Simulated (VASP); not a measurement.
# TaAl4 (I4/mmm) in VASP: a series of runs

The runs below take TaAl4 through relaxation of cell and atoms, single point, with PBE.

Everything below comes from runs of VASP 6.6.1. Logs are shortened: lines on timing, memory, paths and dates and some standing lists are left out, and cuts for length are marked.

## (1) The cell of the first run

The structure is tetragonal, space group I4/mmm (No. 139). The conventional cell has a = 4.054 Å, b = 4.054 Å, c = 10.952 Å, α = 90.00°, β = 90.00°, γ = 90.00°. Within 4.1 Å of Ta (site symmetry 4/mmm) lie 16 Al at 3.11 to 3.41 Å and 4 Ta at 4.05 Å. Within 3.2 Å of Al (site symmetry 4mm) lie 5 Al at 2.41 to 2.54 Å and 4 Ta at 3.11 Å. Within 3.5 Å of Al (site symmetry -4m2) lie 8 Al at 2.54 to 2.87 Å and 4 Ta at 3.41 Å.

The cell was built from a structure type or drawn by symmetry, and may not be a known phase.

## (2) Relaxation of cell and atoms, PBE

Input file INCAR:

```
SYSTEM = TaAl4
PREC = Accurate
ENCUT = 600
EDIFF = 1E-6
ISMEAR = 0
SIGMA = 0.1
LREAL = .False.
LASPH = .True.
NELM = 100
ALGO = Normal
ISIF = 3
LWAVE = .False.
LCHARG = .False.
GGA = PE
IBRION = 2
NSW = 90
EDIFFG = -0.04
```

Input file KPOINTS:

```
Automatic mesh
0
Gamma
  6 6 6
  0 0 0
```

Input file POSCAR:

```
TaAl4
1.0
   -2.0271067200      2.0271067200      5.4761445800
    2.0271067200     -2.0271067200      5.4761445800
    2.0271067200      2.0271067200     -5.4761445800
Ta Al
1 4
Direct
    0.0000000000      0.0000000000      0.0000000000
    0.3899779900      0.3899779900      0.0000000000
    0.2500000000      0.7500000000      0.5000000000
    0.7500000000      0.2500000000      0.5000000000
    0.6100220100      0.6100220100      0.0000000000
```

Potentials or basis: VASP PAW PBE potentials, release 64 (Ta_pv, Al).

On the command line:

```sh
> cat potpaw_PBE.64/Ta_pv/POTCAR potpaw_PBE.64/Al/POTCAR > POTCAR
> mpirun -np 1 vasp_std > vasp.out
```

OUTCAR:

```text
SYSTEM = TaAl4
   PREC = Accurate
   ENCUT = 600
   EDIFF = 1E-6
   ISMEAR = 0
   LREAL = .False.
   LASPH = .True.
   NELM = 100
   ISIF = 3
   GGA = PE
   IBRION = 2
   NSW = 90
   EDIFFG = -0.04

 ion  position               nearest neighbor table
   1  0.000  0.000  0.000-   5 3.11   5 3.11   5 3.11   2 3.11   5 3.11   2 3.11   2 3.11   2 3.11
                             3 3.41   4 3.41   4 3.41   3 3.41   4 3.41   3 3.41   3 3.41   4 3.41
   2  0.390  0.390  0.000-   5 2.41   3 2.54   4 2.54   4 2.54   3 2.54   1 3.11   1 3.11   1 3.11
                             1 3.11
   3  0.250  0.750  0.500-   2 2.54   5 2.54   2 2.54   5 2.54   4 2.87   4 2.87   4 2.87   4 2.87
                             1 3.41   1 3.41   1 3.41   1 3.41
   4  0.750  0.250  0.500-   2 2.54   5 2.54   2 2.54   5 2.54   3 2.87   3 2.87   3 2.87   3 2.87
                             1 3.41   1 3.41   1 3.41   1 3.41
   5  0.610  0.610  0.000-   2 2.41   4 2.54   3 2.54   3 2.54   4 2.54   1 3.11   1 3.11   1 3.11
                             1 3.11

  LATTYP: Found a body centered tetragonal cell.
 ALAT       =     4.0542134400
 C/A-ratio  =     2.7014584511

  Lattice vectors:

 A1 = (  -2.0271067200,   2.0271067200,   5.4761445800)
 A2 = (   2.0271067200,  -2.0271067200,   5.4761445800)
 A3 = (   2.0271067200,   2.0271067200,  -5.4761445800)

Analysis of symmetry for initial positions (statically):
=====================================================================
 Subroutine PRICEL returns:
 Original cell was already a primitive cell.

 Routine SETGRP: Setting up the symmetry group for a
 body centered tetragonal supercell.

 Subroutine GETGRP returns: Found 16 space group operations
 (whereof 16 operations were pure point group operations)
 out of a pool of 16 trial point group operations.

The static configuration has the point symmetry D_4h.

Analysis of symmetry for dynamics (positions and initial velocities):
=====================================================================
 Subroutine PRICEL returns:
 Original cell was already a primitive cell.

 Routine SETGRP: Setting up the symmetry group for a
 body centered tetragonal supercell.

 Subroutine GETGRP returns: Found 16 space group operations
 (whereof 16 operations were pure point group operations)
 out of a pool of 16 trial point group operations.

The dynamic configuration has the point symmetry D_4h.

 Subroutine INISYM returns: Found 16 space group operations
 (whereof 16 operations are pure point group operations),
 and found     1 'primitive' translations

----------------------------------------------------------------------------------------
[... 140 lines left out ...]

 number of electron      23.0000000 magnetization

 Free energy of the ion-electron system (eV)
  ---------------------------------------------------
  ext. energy  EPLUGINS =         0.00000000
  ---------------------------------------------------
  free energy    TOTEN  =       -24.44503665 eV

  energy without entropy =      -24.42272445  energy(sigma->0) =      -24.43388055

------------------------ aborting loop because EDIFF is reached ----------------------------------------

  FORCE on cell =-STRESS in cart. coord.  units (eV):
  Direction    XX          YY          ZZ          XY          YZ          ZX
  --------------------------------------------------------------------------------------
  -------------------------------------------------------------------------------------
  Total       -3.3107660     -3.3107660      2.6167098      0.0000000     -0.0000000      0.0000000
  in kB      -58.9319688    -58.9319688     46.5776981      0.0000000     -0.0000000      0.0000000
  external PRESSURE =     -23.7620798 kB  Pullay stress =       0.0000000 kB
[... 98 lines left out ...]
  FREE ENERGIE OF THE ION-ELECTRON SYSTEM (eV)
  ---------------------------------------------------
  free  energy   TOTEN  =       -24.9365507927 eV

  energy  without entropy=      -24.9181687275  energy(sigma->0) =      -24.92735976

[... ionic steps 4 to 9 ...]

--------------------------------------- Ionic step       10  -------------------------------------------

 number of electron      23.0000001 magnetization

------------------------ aborting loop because EDIFF is reached ----------------------------------------
[... 73 lines left out ...]
--------------------------------------- Ionic step       12  -------------------------------------------

 number of electron      22.9999999 magnetization

 Free energy of the ion-electron system (eV)
  ---------------------------------------------------
  ext. energy  EPLUGINS =         0.00000000
  ---------------------------------------------------
  free energy    TOTEN  =       -25.25125396 eV

  energy without entropy =      -25.23446062  energy(sigma->0) =      -25.24285729

 E-fermi :   6.7071     XC(G=0): -10.4897

 val. band max:        6.6886255484   @ k =  -0.3333   0.3333   0.0000
 cond. band min:       6.7274805243   @ k =   0.1667   0.1667   0.1667
 fundamental gap:      0.0388549759
 Fermi energy:         6.7070697877

 k-point     1 :       0.0000    0.0000    0.0000
  band No.  band energies     occupation
      1     -28.0122      2.00000
      2     -27.7977      2.00000
      3     -27.7977      2.00000
      4      -3.6046      2.00000
      5      -0.3403      2.00000
      6       0.4494      2.00000
      7       5.1675      2.00000
      8       5.9505      2.00000
      9       5.9505      2.00000
     10       6.5345      1.98535
     11       8.1082      0.00000
     12       8.2922      0.00000
     13       8.3017      0.00000
     14       8.3017      0.00000
[... 401 lines left out ...]
      2     -27.8155      2.00000
      3     -27.7961      2.00000
      4      -3.1232      2.00000
      5      -1.0106      2.00000
      6       1.9727      2.00000
      7       3.9722      2.00000
      8       5.1316      2.00000
      9       5.9596      2.00000
     10       6.2954      2.00000
     11       6.5752      1.93778
     12       7.0474      0.00000
     13       7.9617      0.00000
     14       8.6259      0.00000
     15       8.9583      0.00000

 [... further k-points ...]

------------------------ aborting loop because EDIFF is reached ----------------------------------------

  FORCE on cell =-STRESS in cart. coord.  units (eV):
  Direction    XX          YY          ZZ          XY          YZ          ZX
  --------------------------------------------------------------------------------------
  -------------------------------------------------------------------------------------
  Total       -0.1525676     -0.1525676      0.0823203      0.0000000     -0.0000000      0.0000000
  in kB       -2.7686613     -2.7686613      1.4938763      0.0000000     -0.0000000      0.0000000
  external PRESSURE =      -1.3478154 kB  Pullay stress =       0.0000000 kB
[... 20 lines left out ...]
  FREE ENERGIE OF THE ION-ELECTRON SYSTEM (eV)
  ---------------------------------------------------
  free  energy   TOTEN  =       -25.2512539637 eV

  energy  without entropy=      -25.2344606210  energy(sigma->0) =      -25.24285729

 reached required accuracy - stopping structural energy minimisation
```

OSZICAR:

```text
N       E                     dE             d eps       ncg     rms          rms(c)
DAV:   1     0.959762590854E+02    0.95976E+02   -0.11236E+04   908   0.144E+03
DAV:   2    -0.239678016831E+02   -0.11994E+03   -0.11907E+03  1103   0.271E+02
DAV:   3    -0.273627396178E+02   -0.33949E+01   -0.32956E+01  1264   0.389E+01
[... 115 lines left out ...]
DAV:   2    -0.252518280329E+02    0.87493E-03   -0.18308E-02  1153   0.649E-01    0.109E-01
DAV:   3    -0.252513036909E+02    0.52434E-03   -0.39426E-03  1134   0.228E-01    0.435E-02
DAV:   4    -0.252512577154E+02    0.45976E-04   -0.19368E-04  1069   0.109E-01    0.149E-02
DAV:   5    -0.252512547336E+02    0.29818E-05   -0.25083E-05  1256   0.352E-02    0.886E-03
DAV:   6    -0.252512539637E+02    0.76992E-06   -0.27887E-06   837   0.851E-03
  12 F= -.25251254E+02 E0= -.25242857E+02  d E =-.159211E-01
```

Run time: 9.4 min. Hardware: 1 thread of Intel Xeon 6975P-C (Granite Rapids), shared host; peak memory 0.37 GiB.

What came out:

* Free energy: -25.2513 eV
* Relaxed volume: 17.66 Å³/atom
* Relaxed cell: a = 7.128 Å, b = 7.128 Å, c = 7.128 Å, α = 150.37°, β = 150.37°, γ = 42.40°
* Space group after relaxing (to 0.1 Å): I4/mmm (No. 139)
* Energy gained by relaxing: 161.2 meV/atom
* Ionic steps: 12
* Pressure after relaxing: -0.1 GPa
* Largest force after relaxing: 0.031 eV/Å
* Band gap on the k mesh: zero (an odd number of electrons rules out a gap without spin polarisation)

Forces in eV/Å, atoms in the order of the input:
```
Ta   0.000  0.000  0.000
Al   0.000  0.000  0.031
Al   0.000  0.000  0.000
Al   0.000  0.000  0.000
Al   0.000  0.000 -0.031
```

The path:
| step | energy change (eV) | largest force (eV/Å) | pressure (GPa) | volume (Å³) |
| --- | --- | --- | --- | --- |
| 1 | 0.0000 | 1.2236 | -2.38 | 90.01 |
| 2 | -0.3554 | 0.5985 | 0.36 | 86.48 |
| 3 | -0.4915 | 0.2419 | 4.25 | 83.21 |
| 4 | -0.6630 | 0.0612 | -0.72 | 87.51 |
| 5 | -0.6994 | 0.0927 | -2.32 | 89.38 |
| 6 | -0.7099 | 0.2111 | -4.96 | 93.00 |
| 7 | -0.7161 | 0.1090 | -3.89 | 91.37 |
| 8 | -0.7857 | 0.2154 | -1.40 | 89.97 |
| 9 | -0.7904 | 0.2176 | -1.92 | 90.24 |
| 10 | -0.7903 | 0.2176 | -2.04 | 90.30 |
| 11 | -0.8059 | 0.0026 | 0.13 | 88.02 |
| 12 | -0.8062 | 0.0313 | -0.13 | 88.29 |

Final structure:
```xyz
5
Lattice="-1.8225 1.8225 6.6452 1.8225 -1.8225 6.6452 1.8225 1.8225 -6.6452" Properties=species:S:1:pos:R:3 pbc="T T T"
Ta    0.0000    0.0000    0.0000
Al    0.0000    0.0000    5.3846
Al    1.8225    0.0000    3.3226
Al    0.0000    1.8225    3.3226
Al    0.0000    0.0000    7.9058
```

Caveat: a cell axis changed by over 15 % at a fixed basis, so the end point is rough; spin-orbit coupling is left out, which moves the levels of the heavy elements.

(Part 1 of 2 ends here.)
